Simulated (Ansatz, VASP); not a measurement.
## CdS in VASP and in Ansatz

Contents of POSCAR:

```
CdS
1.0
    0.0000000000      2.7267765455      2.7267765455
    2.7131426627      0.0000000000      2.7267765455
    2.7131426627      2.7267765455      0.0000000000
Cd S
1 1
Direct
    0.0000000000      0.0000000000      0.0000000000
    0.5000000000      0.5000000000      0.5000000000
```

Contents of INCAR.step1:

```
SYSTEM = CdS
ALGO = Normal
EDIFF = 1E-5
ENCUT = 520
GGA = PE
ISIF = 2
ISMEAR = 0
LASPH = .TRUE.
LCHARG = .FALSE.
LREAL = .FALSE.
LWAVE = .TRUE.
NBANDS = 16
NELM = 100
PREC = Accurate
SIGMA = 0.01
```

INCAR.step2

```
SYSTEM = CdS
ALGO = Normal
EDIFF = 1E-7
ENCUT = 520
GGA = PE
HFSCREEN = 0.2079
ISIF = 2
ISMEAR = 0
ISTART = 1
LASPH = .TRUE.
LCHARG = .FALSE.
LHFCALC = .TRUE.
LREAL = .FALSE.
LWAVE = .FALSE.
NBANDS = 16
NELM = 100
PREC = Accurate
PRECFOCK = Normal
SIGMA = 0.01
```

KPOINTS

```
k-points
0
G
  6 6 6
  0 0 0
```

Input for Ansatz:

```yaml
crystal:
  lattice:
    - [0.0, 2.7267765455, 2.7267765455]
    - [2.7131426627, 0.0, 2.7267765455]
    - [2.7131426627, 2.7267765455, 0.0]
  atoms:
    - { symbol: Cd, position: [0.0, 0.0, 0.0] }
    - { symbol: S, position: [0.5, 0.5, 0.5] }
kpoints:
  mp_grid: { grid: [6, 6, 6] }
  band_path:
    path:
      - [0.0, 0.0, 0.0]
      - [0.5, 0.0, 0.5]
      - [0.625, 0.25, 0.625]
      - [0.375, 0.375, 0.75]
      - [0.5, 0.5, 0.5]
      - [0.5, 0.25, 0.75]
    npoints: 1
hamiltonian:
  xc: hse06
scf:
  occupations: { method: fixed }
  n_extra_bands: 4
output:
  forces: true
  stress: true
  eigenvalues: true
```

Change from the starting cell: uniaxial_x strain -0.5%.

Alike in both runs: task single point; functional HSE06; k mesh 6 × 6 × 6; no spin polarisation.

|  | VASP | Ansatz |
| --- | --- | --- |
| version | VASP 6.6.1 | Ansatz 0.2.0 |
| potentials or method | VASP PAW PBE potentials, release 64 (Cd, S) | plane waves, PAW |
| plane-wave cutoff (eV) | 520 | 420 |
| occupations | gaussian, width 0.01 eV | fixed |
| valence electrons in the cell | 18 | 26 |

|  | VASP | Ansatz | Ansatz less VASP |
| --- | --- | --- | --- |
| gap on the k mesh at the Fermi level (eV) | 1.20 | 1.21 | +0.016 |
| pressure (GPa) | 0.8 | 0.4 | -0.42 |
| traceless stress, the component that is largest in VASP (GPa) | 0.28 | 0.27 | -0.012 |

VASP's potentials hold 18 valence electrons a cell and Ansatz's 26, so a difference there can come from the potentials and not from the codes. Ansatz's warnings: stress exchange threshold loose, stress scf threshold loose.
